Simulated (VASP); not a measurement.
# SnTe (Fm-3m) in VASP: a series of runs, part 2 of 2

VASP 6.6.1. Earlier steps stand in the parts before.

### Step 4. Single point, PBE, non-collinear spin, zero start, spin-orbit coupling

File INCAR:

```
PREC = Accurate
ENCUT = 520
EDIFF = 1E-6
ISMEAR = -1
SIGMA = 0.02
LREAL = False
LASPH = True
NELM = 150
ALGO = Normal
ISIF = 2
LWAVE = False
LCHARG = False
MAGMOM = 0 0 0 0 0 0
LORBIT = 11
LSORBIT = True
GGA_COMPAT = False
LORBMOM = True
GGA = PE
NBANDS = 32
```

File KPOINTS:

```
Automatic mesh
0
Gamma
  8 8 8
```

File POSCAR:

```
SnTe
1.0
    0.0000000000      3.1893301349      3.1893301349
    3.1893301349      0.0000000000      3.1893301349
    3.1893301349      3.1893301349      0.0000000000
Sn Te
1 1
Direct
    0.0000000000      0.0000000000      0.0000000000
    0.5000000000      0.5000000000      0.5000000000
```

Potentials or basis: VASP PAW PBE potentials, release 64 (Sn_d, Te).

Launch:

```sh
> cat potpaw_PBE.64/Sn_d/POTCAR potpaw_PBE.64/Te/POTCAR > POTCAR
> mpirun -np 1 vasp_ncl > vasp.out
```

OUTCAR:

```text
PREC = Accurate
   ENCUT = 520
   EDIFF = 1E-6
   ISMEAR = -1
   LREAL = False
   LASPH = True
   NELM = 150
   ISIF = 2
   LORBIT = 11
   LSORBIT = True
   GGA = PE

 ion  position               nearest neighbor table
   1  0.000  0.000  0.000-   2 3.19   2 3.19   2 3.19   2 3.19   2 3.19   2 3.19
   2  0.500  0.500  0.500-   1 3.19   1 3.19   1 3.19   1 3.19   1 3.19   1 3.19

  LATTYP: Found a face centered cubic cell.
 ALAT       =     6.3786602698

  Lattice vectors:

 A1 = (   0.0000000000,   3.1893301349,   3.1893301349)
 A2 = (   3.1893301349,   0.0000000000,   3.1893301349)
 A3 = (   3.1893301349,   3.1893301349,   0.0000000000)

Analysis of symmetry for initial positions (statically):
=====================================================================
 Subroutine PRICEL returns:
 Original cell was already a primitive cell.

 Routine SETGRP: Setting up the symmetry group for a
 face centered cubic supercell.

 Subroutine GETGRP returns: Found 48 space group operations
 (whereof 48 operations were pure point group operations)
 out of a pool of 48 trial point group operations.

The static configuration has the point symmetry O_h .

Analysis of symmetry for dynamics (positions and initial velocities):
=====================================================================
 Subroutine PRICEL returns:
 Original cell was already a primitive cell.

 Routine SETGRP: Setting up the symmetry group for a
 face centered cubic supercell.

 Subroutine GETGRP returns: Found 48 space group operations
 (whereof 48 operations were pure point group operations)
 out of a pool of 48 trial point group operations.

The dynamic configuration has the point symmetry O_h .

Analysis of structural, dynamic, and magnetic symmetry:
=====================================================================
 Subroutine PRICEL returns:
 Original cell was already a primitive cell.

 Routine SETGRP: Setting up the symmetry group for a
[... 1046 lines left out ...]

 # of ion     p       d       tot
 ----------------------------------------
  1        -0.000   0.000  -0.000
  2         0.000   0.000   0.000
 ----------------------------------------
           -0.000   0.000  -0.000

 orbital moment (z)

 # of ion     p       d       tot
 ----------------------------------------
  1         0.000   0.000   0.000
  2         0.000  -0.000  -0.000
 ----------------------------------------
            0.000   0.000   0.000

 Spin-Orbit-Coupling matrix elements

 Ion:    1  E_soc:     -0.0960352
 l=   1
     0.0000000    -0.0098478    -0.0098478
    -0.0098478     0.0000000    -0.0098478
    -0.0098478    -0.0098478     0.0000000
 l=   2
     0.0000000    -0.0012203     0.0000000    -0.0012203    -0.0049377
    -0.0012203     0.0000000    -0.0037033    -0.0012203    -0.0012344
     0.0000000    -0.0037033     0.0000000    -0.0037033     0.0000000
    -0.0012203    -0.0012203    -0.0037033     0.0000000    -0.0012344
    -0.0049377    -0.0012344     0.0000000    -0.0012344     0.0000000
 l=   3
     0.0000000     0.0000000     0.0000000     0.0000000     0.0000000     0.0000000     0.0000000
     0.0000000     0.0000000     0.0000000     0.0000000     0.0000000     0.0000000     0.0000000
     0.0000000     0.0000000     0.0000000     0.0000000     0.0000000     0.0000000     0.0000000
     0.0000000     0.0000000     0.0000000     0.0000000     0.0000000     0.0000000     0.0000000
     0.0000000     0.0000000     0.0000000     0.0000000     0.0000000     0.0000000     0.0000000
     0.0000000     0.0000000     0.0000000     0.0000000     0.0000000     0.0000000     0.0000000
     0.0000000     0.0000000     0.0000000     0.0000000     0.0000000     0.0000000     0.0000000

 Ion:    2  E_soc:     -0.2050929
 l=   1
     0.0000000    -0.0341799    -0.0341799
    -0.0341799     0.0000000    -0.0341799
    -0.0341799    -0.0341799     0.0000000
 l=   2
     0.0000000    -0.0000115     0.0000000    -0.0000115     0.0000093
    -0.0000115     0.0000000     0.0000069    -0.0000115     0.0000023
     0.0000000     0.0000069     0.0000000     0.0000069     0.0000000
    -0.0000115    -0.0000115     0.0000069     0.0000000     0.0000023
     0.0000093     0.0000023     0.0000000     0.0000023     0.0000000
 l=   3
     0.0000000     0.0000000     0.0000000     0.0000000     0.0000000     0.0000000     0.0000000
     0.0000000     0.0000000     0.0000000     0.0000000     0.0000000     0.0000000     0.0000000
     0.0000000     0.0000000     0.0000000     0.0000000     0.0000000     0.0000000     0.0000000
     0.0000000     0.0000000     0.0000000     0.0000000     0.0000000     0.0000000     0.0000000
     0.0000000     0.0000000     0.0000000     0.0000000     0.0000000     0.0000000     0.0000000
     0.0000000     0.0000000     0.0000000     0.0000000     0.0000000     0.0000000     0.0000000
     0.0000000     0.0000000     0.0000000     0.0000000     0.0000000     0.0000000     0.0000000

 total charge

# of ion       s       p       d       tot
------------------------------------------
    1        1.370   0.715   9.979  12.064
    2        1.383   1.959   0.026   3.368
--------------------------------------------------
tot          2.753   2.673  10.006  15.432

 magnetization (x)

# of ion       s       p       d       tot
------------------------------------------
    1        0.000   0.000   0.000   0.000
    2        0.000  -0.000   0.000   0.000
--------------------------------------------------
tot          0.000   0.000   0.000   0.000

 magnetization (y)

# of ion       s       p       d       tot
------------------------------------------
    1        0.000   0.000   0.000   0.000
    2       -0.000  -0.000   0.000  -0.000
--------------------------------------------------
tot          0.000  -0.000   0.000   0.000

 magnetization (z)

# of ion       s       p       d       tot
------------------------------------------
    1        0.000   0.000   0.000   0.000
    2        0.000  -0.000   0.000   0.000
--------------------------------------------------
tot          0.000  -0.000   0.000   0.000
```

stdout:

```text
POSCAR found type information on POSCAR SnTe
 POSCAR found :  2 types and       2 ions
 scaLAPACK will be used
 LDA part: xc-table for (Slater+PW92), standard interpolation
 POSCAR, INCAR and KPOINTS ok, starting setup
 FFT: planning ... GRIDC
 FFT: planning ... GRID_SOFT
 FFT: planning ... GRID
 WAVECAR not read
 entering main loop
```

It took 2.9 min on 1 thread of Intel Xeon 8259CL, shared host; peak memory 0.43 GiB.

Results:

```
Free energy                                           : -7.7100 eV
Pressure                                              : 0.6 GPa
Net moment                                            : 0.00 μB per cell
Valence electrons inside the program's atomic spheres : Sn 12.06; Te 3.37
```

Moments on the atoms (μB; x, y, z):
```
Sn  0.00 0.00 0.00
Te  0.00 0.00 0.00
```

### Step 5. The runs side by side

| task | level | spin | cell | k mesh | cutoff (eV) | gap on the mesh (eV) | pressure (GPa) |
| --- | --- | --- | --- | --- | --- | --- | --- |
| single point | r2SCAN | off | a = 4.510 Å, angles 60.0°, 2 atoms | 6 × 6 × 6 | 520 | 0.14 | 0.0 |
| relaxation of cell and atoms | r2SCAN | off | relaxed from a = 4.533 Å, angles 60.0°, 2 atoms | 6 × 6 × 6 | 600 | 0.14 | 0.0 |
| single point | PBE | non-collinear, zero start, SOC | a = 4.510 Å, angles 60.0°, 2 atoms | 8 × 8 × 8 | 520 | - | 0.6 |

Alike in all rows: potentials or basis VASP PAW PBE potentials, release 64 (Sn_d, Te); smearing fermi-dirac 0.02 eV.

Caveats: the PAW data sets were made with another functional, which shifts forces and pressure a little (at least some runs); spin-orbit coupling is left out, which moves the levels of the heavy elements (at least some runs).

Total energies depend on the potentials used, so only differences within one code and one set of settings carry meaning.
